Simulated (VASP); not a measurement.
Input of a VASP 6.6.1 run:

INCAR

```
PREC = Accurate
ENCUT = 520
EDIFF = 1E-6
ISMEAR = 0
SIGMA = 0.01
LREAL = F
LASPH = T
NELM = 100
ALGO = Normal
ISIF = 2
LWAVE = F
LCHARG = F
GGA = PS
NBANDS = 21
```

The input KPOINTS:

```
Automatic mesh
0
Gamma
  4 4 4
```

The input POSCAR:

```
H6CNF
1.0
    2.2432749300      1.2951553800      4.5507537700
   -2.2432749300      1.2951553800      4.5507537700
    0.0000000000     -2.5903107600      4.5507537700
H C N F
6 1 1 1
Direct
    0.7747455405      0.3835545176      0.7703187264
    0.3860725797      0.7722336042      0.7703295619
    0.3499803796      0.3473409926      0.7458976009
    0.7745414041      0.7720567474      0.3813957007
    0.7476312775      0.3471961374      0.3473505523
    0.3494480274      0.7451971247      0.3475587893
    0.5105558033      0.5081014394      0.5080247429
    0.6192578446      0.6167637853      0.6150888648
    0.0038808033      0.0013804614     -0.0002980090
```

Potentials or basis: VASP PAW PBE potentials, release 64 (H, C, N, F).

The run is started by

```bash
$ cat potpaw_PBE.64/H/POTCAR potpaw_PBE.64/C/POTCAR potpaw_PBE.64/N/POTCAR potpaw_PBE.64/F/POTCAR > POTCAR
$ mpirun -np 1 vasp_std > vasp.out
```

Question: What does it give for the band gap on the k mesh?

Answer: 6.03 eV, indirect (least direct gap 6.47 eV).

Question: Estimate the largest force.

Answer: 0.042 eV/Å.

Question: Predict the pressure.

Answer: -1.3 GPa.

Forces on the atoms (eV/Å):
```
H    0.019 -0.011  0.012
H   -0.020 -0.012  0.012
H    0.000 -0.038 -0.016
H    0.000  0.022  0.013
H    0.034  0.020 -0.016
H   -0.033  0.020 -0.016
C    0.000  0.001 -0.013
N    0.001  0.000  0.023
F    0.000  0.000  0.000
```

Caveat: the k points lie up to 0.42 Å⁻¹ apart; the PAW data sets were made with another functional, which shifts forces and pressure a little. As with any semilocal functional, this PBEsol gap is likely too small.
